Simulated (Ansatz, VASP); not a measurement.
## One calculation of SiB6, two programs

```
Si B
1.0
     4.13000    0.00000    0.00000
     0.00000    4.13000    0.00000
     0.00000    0.00000    4.13000
Si B
1 6
Direct
  0.00000 0.00000 0.00000
  0.20016 0.50000 0.50000
  0.50000 0.20016 0.50000
  0.79984 0.50000 0.50000
  0.50000 0.79984 0.50000
  0.50000 0.50000 0.20016
  0.50000 0.50000 0.79984
```

Alike in both runs: functional PBE; k mesh 7 × 7 × 7; occupations fermi-dirac, width 0.05 eV; no spin polarisation.

Ansatz relaxed the structure, and its values are those at the end. VASP's run is a single point on that final structure, the one shown.

```csv
,VASP,Ansatz
version,VASP 6.6.1,Ansatz 0.2.0
potentials or method,"VASP PAW PBE potentials, release 64 (Si, B)","plane-wave PAW, scalar-relativistic"
plane-wave cutoff (eV),520,420
valence electrons in the cell,22,22
```

```csv
,VASP,Ansatz,Ansatz less VASP
pressure (GPa),0.3,0.3,-0.03
rms of the force components (eV/Å),0.009,0.000,-0.0094
```

Ansatz's warnings: stress scf threshold loose.
